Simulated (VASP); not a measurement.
Write the native input for VASP 6.6.1 that does the following.

```
Task                   : single point
Functional             : PBE
Potentials or basis    : VASP PAW PBE potentials, release 64 (Si, Ge_d, O)
Cutoff                 : 520 eV
k mesh                 : 4 × 4 × 4
Occupations            : gaussian, width 0.1 eV
Spin                   : no spin polarisation
Dipole correction      : no
Further INCAR settings : ALGO = Normal; EDIFF = 1e-06; NBANDS = 59
```

The structure of SiGe3O8 lies in POSCAR:

```
SiGe3O8
1.0
    4.4145729000     -2.8529050000      0.0000000000
    4.4145729000      2.8529050000      0.0000000000
   -0.0158160000      0.0000000000      4.4295789000
Si Ge O
1 3 8
Direct
    0.0000000000      0.0000000000      0.0000000000
    0.5000000000      0.5000000000      0.0000000000
    0.5000000000      0.0000000000      0.5000000000
    0.0000000000      0.5000000000      0.5000000000
    0.8478530000      0.8478530000      0.7068110000
    0.3509400000      0.3509400000      0.6852300000
    0.6490600000      0.6490600000      0.3147700000
    0.1521470000      0.1521470000      0.2931890000
    0.3317000000      0.8572260000      0.8123230000
    0.8572260000      0.3317000000      0.8123230000
    0.6683000000      0.1427740000      0.1876770000
    0.1427740000      0.6683000000      0.1876770000
```

The input as run:

INCAR

```
SYSTEM = SiGe3O8
PREC = Accurate
ENCUT = 520
EDIFF = 1E-6
ISMEAR = 0
SIGMA = 0.1
LREAL = .False.
LASPH = .True.
NELM = 80
ALGO = Normal
ISIF = 2
LWAVE = .False.
LCHARG = .False.
GGA = PE
NBANDS = 59
```

KPOINTS

```
Automatic mesh
0
Gamma
  4 4 4
  0 0 0
```

Potentials or basis: VASP PAW PBE potentials, release 64 (Si, Ge_d, O).

The run is started by

```bash
$ cat potpaw_PBE.64/Si/POTCAR potpaw_PBE.64/Ge_d/POTCAR potpaw_PBE.64/O/POTCAR > POTCAR
$ mpirun -np 1 vasp_std > vasp.out
```

It gave:

| Item | Value |
| --- | --- |
| Pressure | 0.1 GPa |
| Largest force | 0.021 eV/Å |
| Band gap on the k mesh | 1.90 eV |

Run time: 4.1 min on 1 thread of AMD EPYC 7R13 (shared host), peak memory 0.3 GiB.
